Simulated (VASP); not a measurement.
Wanted: the native input for a VASP 6.6.1 run.

```
Task                   : single point
Functional             : PBE
Potentials or basis    : VASP PAW PBE potentials, release 64 (N, Ga_d, As)
Cutoff                 : 520 eV
k mesh                 : 6 × 4 × 6
Occupations            : fermi-dirac, width 0.02 eV
Spin                   : no spin polarisation
Dipole correction      : no
Further INCAR settings : ALGO = Normal; EDIFF = 1e-07; NBANDS = 46
```

The structure of Ga4As3N lies in POSCAR:

```
Ga4As3N
1.0
    3.8102281596      0.0000000000      0.0000000000
    0.0000000000      7.6830020085      0.0000000000
    0.0000000000      0.0000000000      5.3050399215
N Ga As
1 4 3
Direct
    0.0000000000      0.0000000000      0.0066247972
    0.5000000000      0.0000000000      0.8163264172
    0.0000000000      0.7893174785      0.2230693236
    0.5000000000      0.5000000000      0.7256761881
    0.0000000000      0.2106825215      0.2230693236
    0.5000000000      0.7697730987      0.5015582075
    0.0000000000      0.5000000000      0.0021175354
    0.5000000000      0.2302269013      0.5015582075
```

One way to write it, as run:

INCAR

```
PREC = Accurate
ENCUT = 520
EDIFF = 1E-7
ISMEAR = -1
SIGMA = 0.02
LREAL = False
LASPH = True
NELM = 100
ALGO = Normal
ISIF = 2
LWAVE = False
LCHARG = False
GGA = PE
NBANDS = 46
```

KPOINTS

```
regular mesh
0
Gamma
  6 4 6
```

Potentials or basis: VASP PAW PBE potentials, release 64 (N, Ga_d, As).

Launch:

```bash
$ cat potpaw_PBE.64/N/POTCAR potpaw_PBE.64/Ga_d/POTCAR potpaw_PBE.64/As/POTCAR > POTCAR
$ mpirun -np 1 vasp_std > vasp.out
```

Results of the run:

```json
{
 "Pressure": "3.5 GPa",
 "Largest force": "0.120 eV/Å",
 "Band gap on the k mesh": "zero (band 36 reaches 4.81 eV, above the bottom of band 37 at 4.71 eV)"
}
```

It took 6.6 min on 1 thread of Intel(R) Xeon(R) Platinum 8259CL CPU @ 2.50GHz (Skylake/Cascade Lake), on a shared host, peak memory 0.43 GiB.
